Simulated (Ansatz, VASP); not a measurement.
This is a calculation of Ti for Ansatz 0.2.0.

File input.yaml:

```yaml
crystal:
  lattice:
    - [0.0, 2.03, 2.03]
    - [2.03, 0.0, 2.03]
    - [2.03, 2.03, 0.0]
  atoms:
    - { symbol: Ti, position: [0.0, 0.0, 0.0] }
hamiltonian:
  xc: revpbe
  pseudopotentials: { kind: paw }
  dispersion: d4
kpoints:
  mp_grid: { grid: [11, 11, 11] }
scf:
  occupations: { method: fermi_dirac, width: 0.05 }
output:
  forces: true
  stress: true
  eigenvalues: true
relax:
  f_tol: 0.01
  max_steps: 40
  cell: { stress_tol: 0.05 }
```

Potentials or basis: Ansatz PAW.

Launch:

```bash
$ ansatz run input.yaml --threads 2 --pin off --max-ram 5632MiB --backend cpu --events-out ev --progress --plain --runs-dir out
```

**Question.** Set up the same calculation for VASP 6.6.1. Potentials there: VASP PAW PBE potentials, release 64 (Ti_sv).

**Answer.** As run (the cutoff follows the program's own potentials):

File INCAR:

```
PREC     = Accurate       # precision mode
ENCUT    = 600            # plane-wave cutoff, eV
EDIFF    = 1E-6           # SCF threshold, eV
ISMEAR   = -1             # smearing method
SIGMA    = 0.05           # smearing width, eV
LREAL    = F              # projectors in reciprocal space
LASPH    = T              # aspherical terms in the spheres
NELM     = 60             # most SCF steps
ALGO     = Normal         # electronic algorithm
ISIF     = 3              # what is computed and relaxed
LWAVE    = F              # write WAVECAR
LCHARG   = F              # write CHGCAR
GGA      = RE             # functional
IVDW     = 13             # dispersion correction
IBRION   = 2              # ionic algorithm
NSW      = 60             # ionic steps
EDIFFG   = -0.01          # ionic threshold
```

Contents of KPOINTS:

```
regular mesh
0
Gamma
  11 11 11
```

POSCAR

```
Ti
1.0
    0.0000000000      2.0300000000      2.0300000000
    2.0300000000      0.0000000000      2.0300000000
    2.0300000000      2.0300000000      0.0000000000
Ti
1
Direct
    0.0000000000      0.0000000000      0.0000000000
```

Potentials or basis: VASP PAW PBE potentials, release 64 (Ti_sv).

Launch:

```sh
$ cat potpaw_PBE.64/Ti_sv/POTCAR > POTCAR
$ mpirun -np 1 vasp_std > vasp.out
```

Both were run:

|  | VASP | Ansatz | Ansatz less VASP |
| --- | --- | --- | --- |
| gap on the k mesh at the Fermi level, each at its own relaxed structure (eV) | none | none | - |
| relaxed volume (Å³/atom) | 17.23 | 17.28 | +0.049 |
| relaxed cell length with the largest relative difference (Å) | 2.899 | 2.902 | +0.0027 |

VASP's potentials were made for PBE, not for revPBE. A gap of «none» marks a metal or a gap that the smearing closes.

Noted on Ansatz's run: the plane-wave basis is chosen anew once the cell has moved, so the energies of steps on either side of that aren't comparable.
